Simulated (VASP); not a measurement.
# C (Pm-3m) in VASP: notebook

The runs below take C through single point, relaxation of cell and atoms, with PBEsol.

All numbers are computed with VASP 6.6.1; they aren't measurements. Logs are shortened: lines on timing, memory, paths and dates and some standing lists are left out, and cuts for length are marked.

## (1) The cell of the first run

It takes space group Pm-3m (No. 221, cubic). The conventional cell has a = 1.743 Å, b = 1.743 Å, c = 1.743 Å, α = 90.00°, β = 90.00°, γ = 90.00°. Within 2.3 Å of C (site symmetry m-3m) lie 6 C at 1.74 Å.

## (2) Single point, PBEsol

INCAR

```
SYSTEM = C
PREC     = Accurate       ! precision mode
ENCUT    = 600            ! plane-wave cutoff, eV
EDIFF    = 1E-6           ! SCF threshold, eV
ISMEAR   = 0              ! smearing method
SIGMA    = 0.1            ! smearing width, eV
LREAL    = .False.        ! projectors in reciprocal space
LASPH    = .True.         ! aspherical terms in the spheres
NELM     = 120            ! most SCF steps
ALGO     = Normal         ! electronic algorithm
ISIF     = 2              ! what is computed and relaxed
LWAVE    = .False.        ! write WAVECAR
LCHARG   = .False.        ! write CHGCAR
GGA      = PS             ! functional
NBANDS   = 8              ! bands
GGA_COMPAT= .False.
```

KPOINTS

```
regular mesh
0
Gamma
  8 8 8
  0 0 0
```

POSCAR

```
C
1.0
    1.7428126565      0.0000000000      0.0000000000
    0.0000000000      1.7428126565      0.0000000000
    0.0000000000      0.0000000000      1.7428126565
C
1
Direct
    0.0000000000      0.0000000000      0.0000000000
```

Potentials or basis: VASP PAW PBE potentials, release 64 (C).

Launch:

```sh
> cat potpaw_PBE.64/C/POTCAR > POTCAR
> mpirun -np 1 vasp_std > vasp.out
```

OUTCAR:

```text
SYSTEM = C
   PREC = Accurate
   ENCUT = 600
   EDIFF = 1E-6
   ISMEAR = 0
   LREAL = .False.
   LASPH = .True.
   NELM = 120
   ISIF = 2
   GGA = PS

 ion  position               nearest neighbor table
   1  0.000  0.000  0.000-

  LATTYP: Found a simple cubic cell.
 ALAT       =     1.7428126565

  Lattice vectors:

 A1 = (   1.7428126565,   0.0000000000,   0.0000000000)
 A2 = (   0.0000000000,   1.7428126565,   0.0000000000)
 A3 = (   0.0000000000,   0.0000000000,   1.7428126565)

Analysis of symmetry for initial positions (statically):
=====================================================================
 Subroutine PRICEL returns:
 Original cell was already a primitive cell.

 Routine SETGRP: Setting up the symmetry group for a
 simple cubic supercell.

 Subroutine GETGRP returns: Found 48 space group operations
 (whereof 48 operations were pure point group operations)
 out of a pool of 48 trial point group operations.

The static configuration has the point symmetry O_h .

Analysis of symmetry for dynamics (positions and initial velocities):
=====================================================================
 Subroutine PRICEL returns:
 Original cell was already a primitive cell.

 Routine SETGRP: Setting up the symmetry group for a
 simple cubic supercell.

 Subroutine GETGRP returns: Found 48 space group operations
 (whereof 48 operations were pure point group operations)
 out of a pool of 48 trial point group operations.

The dynamic configuration has the point symmetry O_h .

 Subroutine INISYM returns: Found 48 space group operations
 (whereof 48 operations are pure point group operations),
 and found     1 'primitive' translations

----------------------------------------------------------------------------------------

                                     Primitive cell

  volume of cell :       5.2936

  direct lattice vectors                    reciprocal lattice vectors
     1.742812656  0.000000000  0.000000000     0.573785138  0.000000000  0.000000000
     0.000000000  1.742812656  0.000000000     0.000000000  0.573785138  0.000000000
     0.000000000  0.000000000  1.742812656     0.000000000  0.000000000  0.573785138

  length of vectors
     1.742812656  1.742812656  1.742812656     0.573785138  0.573785138  0.573785138

  position of ions in fractional coordinates (direct lattice)
     0.000000000  0.000000000  0.000000000

  ion indices of the primitive-cell ions
[... 75 lines left out ...]
   LREAL  =      F    real-space projection
   EDIFFG = 0.1E-04   stopping-criterion for IOM
   NSW    =      0    number of steps for IOM
   IBRION =     -1    ionic relax: 0-MD 1-quasi-New 2-CG
   NFREE  =      0    steps in history (QN), initial steepest desc. (CG)
   ISIF   =      2    stress and relaxation
   ISYM   =      2    0-nonsym 1-usesym 2-fastsym
   POTIM  = 0.5000    time-step for ionic-motion
   TEBEG  =    0.0;   TEEND  =   0.0 temperature during run
   PSTRESS=    0.0 pullay stress
   NELECT =       4.0000    total number of electrons
   NUPDOWN=      -1.0000    fix difference up-down
   EMIN   =  10.00;   EMAX   =-10.00  energy-range for DOS
   EFERMI =   0.00;   METHOD = LEGACY
   ISMEAR =     0;   SIGMA  =   0.10  broadening in eV -4-tet -1-fermi 0-gaus
   EFERMI_NEDOS =   21; number of points for ismear=-14 and -15
   IALGO  =     38    algorithm
   IMIX   =      4    mixing-type and parameters
     AMIX     =   0.40;   BMIX     =  1.00
     AMIX_MAG =   1.60;   BMIX_MAG =  1.00
  volume/ion in A,a.u.               =       5.29        35.72
  Fermi-wavevector in a.u.,A,eV,Ry     =   1.491114  2.817796 30.251471  2.223420
  Thomas-Fermi vector in A             =   2.603810
   LORBIT       =      0    0 simple, 1 ext, 2 COOP (PROOUT), +10 PAW based schemes
   GGA     = PS    functional components
   LHFCALC =     F    Hartree Fock is set to
   AEXX    =    0.0000 exact exchange contribution
   IVDW    =     0    specifies the selected vdW correction
   LEPSILON=     F    determine dielectric tensor
   LRPA    =     F    only Hartree local field effects (RPA)
 non-spin polarized calculation
 Gauss-broadening in eV      SIGMA  =   0.10
  energy-cutoff  :      600.00
  volume of cell :        5.29
 maximum number of plane-waves:       186
 NGX is ok and might be reduce to    14
   NGX =  7   NGY =  7   NGZ =  7

 number of electron       4.0000001 magnetization

 Free energy of the ion-electron system (eV)
  ---------------------------------------------------
  ext. energy  EPLUGINS =         0.00000000
  ---------------------------------------------------
  free energy    TOTEN  =        -6.94503055 eV

  energy without entropy =       -6.94373717  energy(sigma->0) =       -6.94438386

 E-fermi :  11.9278     XC(G=0): -14.2021

 val. band max:       11.4251781168   @ k =   0.2500   0.1250   0.1250
 cond. band min:      11.9426577804   @ k =   0.5000   0.3750   0.3750
 fundamental gap:      0.5174796636
 Fermi energy:        11.9277780100

 k-point     1 :       0.0000    0.0000    0.0000
  band No.  band energies     occupation
      1     -11.2798      2.00000
      2      21.4239      0.00000
      3      21.4239      0.00000
      4      21.4239      0.00000
      5      37.6819      0.00000
      6      37.6819      0.00000
      7      43.8960      0.00000
      8      69.3374      0.00000
[... 243 lines left out ...]
 k-point    24 :       0.5000    0.3750    0.1250
  band No.  band energies     occupation
      1       3.6905      2.00000
      2       4.3376      2.00000
      3      12.3986      0.00000
      4      23.1355      0.00000
      5      26.1492      0.00000
      6      44.9518      0.00000
      7      48.2497      0.00000
      8      61.0202      0.00000

 [... further k-points ...]

------------------------ aborting loop because EDIFF is reached ----------------------------------------

  FORCE on cell =-STRESS in cart. coord.  units (eV):
  Direction    XX          YY          ZZ          XY          YZ          ZX
  --------------------------------------------------------------------------------------
  -------------------------------------------------------------------------------------
  Total        0.0064995      0.0064995      0.0064995      0.0000000      0.0000000      0.0000000
  in kB        1.9671677      1.9671677      1.9671677      0.0000000      0.0000000      0.0000000
  external PRESSURE =       1.9671677 kB  Pullay stress =       0.0000000 kB

 VOLUME and BASIS-vectors are now :
 -----------------------------------------------------------------------------
  energy-cutoff  :      600.00
  volume of cell :        5.29
      direct lattice vectors                 reciprocal lattice vectors
     1.742812656  0.000000000  0.000000000     0.573785138  0.000000000  0.000000000
     0.000000000  1.742812656  0.000000000     0.000000000  0.573785138  0.000000000
     0.000000000  0.000000000  1.742812656     0.000000000  0.000000000  0.573785138

 POSITION                                       TOTAL-FORCE (eV/Angst)
 -----------------------------------------------------------------------------------
      0.00000      0.00000      0.00000         0.000000      0.000000      0.000000
 -----------------------------------------------------------------------------------
    total drift:                               -0.000000     -0.000000     -0.000000

  FREE ENERGIE OF THE ION-ELECTRON SYSTEM (eV)
  ---------------------------------------------------
  free  energy   TOTEN  =        -6.9450305538 eV

  energy  without entropy=       -6.9437371683  energy(sigma->0) =       -6.94438386
```

OSZICAR:

```text
N       E                     dE             d eps       ncg     rms          rms(c)
DAV:   1    -0.480761614632E+01   -0.48076E+01   -0.27267E+03   624   0.540E+02
DAV:   2    -0.696540139004E+01   -0.21578E+01   -0.21139E+01   696   0.359E+01
DAV:   3    -0.696917656341E+01   -0.37752E-02   -0.37752E-02   688   0.170E+00
DAV:   4    -0.696917711188E+01   -0.54847E-06   -0.54942E-06   808   0.191E-02
DAV:   5    -0.696917711387E+01   -0.19940E-08   -0.47068E-10   680   0.104E-04    0.212E+00
DAV:   6    -0.695102019941E+01    0.18157E-01   -0.10604E-02   576   0.642E-01    0.130E+00
DAV:   7    -0.694503953098E+01    0.59807E-02   -0.14649E-02   584   0.787E-01    0.131E-01
DAV:   8    -0.694503144008E+01    0.80909E-05   -0.14073E-04   584   0.947E-02    0.162E-02
DAV:   9    -0.694503055378E+01    0.88629E-06   -0.71115E-06   720   0.183E-02
   1 F= -.69450306E+01 E0= -.69443839E+01  d E =-.129339E-02
```

stdout:

```text
POSCAR found type information on POSCAR C
 POSCAR found :  1 types and       1 ions
 scaLAPACK will be used
 -----------------------------------------------------------------------------
|                                                                             |
|                                                                             |
|     You enforced a specific xc type in the INCAR file but a different       |
|     I HOPE YOU KNOW WHAT YOU ARE DOING!                                     |
|                                                                             |
 -----------------------------------------------------------------------------

 LDA part: xc-table for (Slater+PW92), standard interpolation
 POSCAR, INCAR and KPOINTS ok, starting setup
 FFT: planning ... GRIDC
 FFT: planning ... GRID_SOFT
 FFT: planning ... GRID
 WAVECAR not read
 entering main loop
```

Run time: 2.4 s. Hardware: 1 thread of Intel Xeon 8259CL, shared host; peak memory 0.1 GiB.

Results:

```
Free energy            : -6.9450 eV
Pressure               : 0.2 GPa
Band gap on the k mesh : zero (bands 2 and 3 overlap by 12.16 eV)
```

Caveat: the k points lie up to 0.45 Å⁻¹ apart, too coarse for converged energies and pressures of a metal; the PAW data sets were made with another functional, which shifts forces and pressure a little.

## (3) Single point, PBEsol

This run uses another cell than the first one, of 11.42 Å³/atom.

INCAR

```
SYSTEM = C
ALGO = Normal ; EDIFF = 1E-6
ENCUT = 600 ; GGA = PS
GGA_COMPAT = .False. ; ISIF = 2
ISMEAR = 0 ; LASPH = .True.
LCHARG = .False. ; LREAL = .False.
LWAVE = .False. ; NBANDS = 8
NELM = 120 ; PREC = Accurate
SIGMA = 0.1
```

KPOINTS

```
k-points
0
Gamma
  8 8 8
  0 0 0
```

POSCAR

```
C
1.0
    2.2520393339      0.0000000000      0.0000000000
    0.0000000000      2.2520393339      0.0000000000
    0.0000000000      0.0000000000      2.2520393339
C
1
Direct
    0.0000000000      0.0000000000      0.0000000000
```

Potentials or basis: VASP PAW PBE potentials, release 64 (C).

Launch:

```sh
> cat potpaw_PBE.64/C/POTCAR > POTCAR
> mpirun -np 1 vasp_std > vasp.out
```

OUTCAR:

```text
SYSTEM = C
   EDIFF = 1E-6
   ENCUT = 600
   GGA = PS
   ISIF = 2
   ISMEAR = 0
   LASPH = .True.
   LREAL = .False.
   NELM = 120
   PREC = Accurate

 ion  position               nearest neighbor table
   1  0.000  0.000  0.000-

  LATTYP: Found a simple cubic cell.
 ALAT       =     2.2520393339

  Lattice vectors:

 A1 = (   2.2520393339,   0.0000000000,   0.0000000000)
 A2 = (   0.0000000000,   2.2520393339,   0.0000000000)
 A3 = (   0.0000000000,   0.0000000000,   2.2520393339)

Analysis of symmetry for initial positions (statically):
=====================================================================
 Subroutine PRICEL returns:
 Original cell was already a primitive cell.

 Routine SETGRP: Setting up the symmetry group for a
 simple cubic supercell.

 Subroutine GETGRP returns: Found 48 space group operations
 (whereof 48 operations were pure point group operations)
 out of a pool of 48 trial point group operations.

The static configuration has the point symmetry O_h .

Analysis of symmetry for dynamics (positions and initial velocities):
[... 160 lines left out ...]
 val. band max:        2.1316037161   @ k =   0.3750   0.3750   0.2500
 cond. band min:       2.1981018860   @ k =   0.2500   0.1250   0.0000
 fundamental gap:      0.0664981698
 Fermi energy:         2.1850720965

 k-point     1 :       0.0000    0.0000    0.0000
  band No.  band energies     occupation
      1     -11.6365      2.00000
      2       7.1344      0.00000
      3       7.1344      0.00000
      4       7.1344      0.00000
      5      19.1285      0.00000
      6      21.6773      0.00000
      7      21.6773      0.00000
      8      38.2240      0.00000
[... 243 lines left out ...]
 k-point    24 :       0.5000    0.3750    0.1250
  band No.  band energies     occupation
      1      -4.2598      2.00000
      2      -0.6234      2.00000
      3       1.6669      2.00000
      4       8.3459      0.00000
      5      12.9986      0.00000
      6      25.0154      0.00000
      7      26.0660      0.00000
      8      32.5066      0.00000

 [... further k-points ...]

------------------------ aborting loop because EDIFF is reached ----------------------------------------

  FORCE on cell =-STRESS in cart. coord.  units (eV):
  Direction    XX          YY          ZZ          XY          YZ          ZX
  --------------------------------------------------------------------------------------
  -------------------------------------------------------------------------------------
  Total       -3.4634615     -3.4634615     -3.4634615     -0.0000000     -0.0000000     -0.0000000
  in kB     -485.8397336   -485.8397336   -485.8397336     -0.0000000     -0.0000000     -0.0000000
  external PRESSURE =    -485.8397336 kB  Pullay stress =       0.0000000 kB

 VOLUME and BASIS-vectors are now :
 -----------------------------------------------------------------------------
  energy-cutoff  :      600.00
  volume of cell :       11.42
      direct lattice vectors                 reciprocal lattice vectors
     2.252039334  0.000000000  0.000000000     0.444041978  0.000000000  0.000000000
     0.000000000  2.252039334  0.000000000     0.000000000  0.444041978  0.000000000
     0.000000000  0.000000000  2.252039334     0.000000000  0.000000000  0.444041978

 POSITION                                       TOTAL-FORCE (eV/Angst)
 -----------------------------------------------------------------------------------
      0.00000      0.00000      0.00000         0.000000      0.000000      0.000000
 -----------------------------------------------------------------------------------
    total drift:                                0.000000      0.000000     -0.000000

  FREE ENERGIE OF THE ION-ELECTRON SYSTEM (eV)
  ---------------------------------------------------
  free  energy   TOTEN  =        -5.1438167015 eV

  energy  without entropy=       -5.1376274132  energy(sigma->0) =       -5.14072206
```

OSZICAR:

```text
N       E                     dE             d eps       ncg     rms          rms(c)
DAV:   1    -0.213450347012E+01   -0.21345E+01   -0.22791E+03   568   0.512E+02
DAV:   2    -0.513094550893E+01   -0.29964E+01   -0.28822E+01   744   0.337E+01
DAV:   3    -0.516097651042E+01   -0.30031E-01   -0.29895E-01   632   0.387E+00
DAV:   4    -0.516100893724E+01   -0.32427E-04   -0.32426E-04   856   0.121E-01
DAV:   5    -0.516100894462E+01   -0.73878E-08   -0.73728E-08   648   0.114E-03    0.108E+00
DAV:   6    -0.514695726297E+01    0.14052E-01   -0.18086E-02   592   0.684E-01    0.554E-01
DAV:   7    -0.514365836962E+01    0.32989E-02   -0.17647E-02   576   0.692E-01    0.909E-02
DAV:   8    -0.514381606671E+01   -0.15770E-03   -0.21883E-04   648   0.107E-01    0.465E-03
DAV:   9    -0.514381670150E+01   -0.63479E-06   -0.10291E-06   800   0.737E-03
   1 F= -.51438167E+01 E0= -.51407221E+01  d E =-.618929E-02
```

It took 4.4 s on 1 thread of Intel Xeon 8259CL, shared host; peak memory 0.11 GiB.

Results:

```
Free energy            : -5.1438 eV
Pressure               : -48.6 GPa
Band gap on the k mesh : zero (bands 2 and 3 overlap by 7.44 eV)
```

Levels at points of the mesh, in eV from the Fermi level:
| k point | band 1 | band 2 | band 3 | band 4 | band 5 | band 6 |
| --- | --- | --- | --- | --- | --- | --- |
| (0.00, 0.00, 0.00) | -13.82 | 4.95 | 4.95 | 4.95 | 16.94 | 19.49 |
| (0.50, 0.00, 0.00) | -9.57 | -5.47 | 6.27 | 6.27 | 19.03 | 23.75 |
| (0.50, 0.50, 0.00) | -5.54 | -2.50 | -2.50 | 7.34 | 9.04 | 26.65 |
| (0.50, 0.50, 0.50) | -1.62 | -0.18 | -0.18 | -0.18 | 14.71 | 14.71 |

Caveat: the cell stands under tension; the PAW data sets were made with another functional, which shifts forces and pressure a little.

## (4) Relaxation of cell and atoms, PBEsol

This run uses another cell than the first one, of 11.42 Å³/atom.

INCAR

```
SYSTEM = C
PREC     = Accurate       ! precision mode
ENCUT    = 600            ! plane-wave cutoff, eV
EDIFF    = 1E-7           ! SCF threshold, eV
ISMEAR   = 0              ! smearing method
SIGMA    = 0.1            ! smearing width, eV
LREAL    = .FALSE.        ! projectors in reciprocal space
LASPH    = .TRUE.         ! aspherical terms in the spheres
NELM     = 120            ! most SCF steps
ALGO     = Normal         ! electronic algorithm
ISIF     = 3              ! what is computed and relaxed
LWAVE    = .FALSE.        ! write WAVECAR
LCHARG   = .FALSE.        ! write CHGCAR
GGA      = PS             ! functional
IBRION   = 2              ! ionic algorithm
NSW      = 90             ! ionic steps
EDIFFG   = -0.04          ! ionic threshold
GGA_COMPAT= .FALSE.      
NELMIN   = 4
```

KPOINTS

```
Automatic mesh
0
G
  8 8 8
  0 0 0
```

POSCAR is that of step 3.

Launch:

```sh
> cat potpaw_PBE.64/C/POTCAR > POTCAR
> mpirun -np 1 vasp_std > vasp.out
```

Run time: 16 s. Hardware: 1 thread of Intel Xeon 8259CL, shared host; peak memory 0.11 GiB.

Results (log left out):

```yaml
Free_energy: -6.9544 eV
Relaxed_volume: 5.30 Å³/atom
Relaxed_cell: a = 1.743 Å, b = 1.743 Å, c = 1.743 Å, α = 90.00°, β = 90.00°, γ = 90.00°
Space_group_after_relaxing_to_0.1_Å: Pm-3m (No. 221)
Energy_gained_by_relaxing: 1810.5 meV/atom
Ionic_steps: 6
Pressure_after_relaxing: 0.0 GPa
Band_gap_on_the_k_mesh: zero (bands 2 and 3 overlap by 12.15 eV)
```

Step by step:
```tsv
step	energy change (eV)	largest force (eV/Å)	pressure (GPa)	volume (Å³)
1	0.0000	0.0000	-48.58	11.42
2	-1.5674	0.0000	-43.70	6.60
3	-1.8081	0.0000	-7.43	5.40
4	-1.8092	0.0000	5.90	5.22
5	-1.8090	0.0000	-5.98	5.38
6	-1.8105	0.0000	0.02	5.30
```

Final structure:
```
C
1.0
     1.74339    0.00000    0.00000
     0.00000    1.74339    0.00000
     0.00000    0.00000    1.74339
C
1
Direct
  0.00000 0.00000 0.00000
```

Levels at points of the mesh, in eV from the Fermi level:
```tsv
k point	band 1	band 2	band 3	band 4	band 5
(0.00, 0.00, 0.00)	-23.19	9.49	9.49	9.49	25.74
(0.50, 0.00, 0.00)	-13.19	-13.17	13.02	13.02	30.09
(0.50, 0.50, 0.00)	-6.66	-6.66	-2.67	7.56	15.88
(0.50, 0.50, 0.50)	-1.30	-1.30	-1.30	9.50	17.28
```

Caveat: the volume moved by over 15 % at a fixed basis, so the end points are rough; the PAW data sets were made with another functional, which shifts forces and pressure a little.

## (5) Summary

| task | cell | gap on the mesh (eV) | pressure (GPa) |
| --- | --- | --- | --- |
| single point | a = 1.743 Å, 1 atom | none | 0.2 |
| single point | a = 2.252 Å, 1 atom | none | -48.6 |
| relaxation of cell and atoms | relaxed from a = 2.252 Å, 1 atom | none | 0.0 |

Alike in all rows: level PBEsol; potentials or basis VASP PAW PBE potentials, release 64 (C); no spin polarisation; k mesh 8 × 8 × 8; cutoff (eV) 600; smearing gaussian 0.1 eV.

Caveats: some runs use coarse meshes; the PAW data sets were made with another functional, which shifts forces and pressure a little; the cell stands under tension (at least some runs); the volume moved by over 15 % at a fixed basis, so the end points are rough (at least some runs).

Absolute energies hang on the potentials; compare differences alone.

The gap in the log of VASP goes by the Fermi energy; the results here count the filled bands.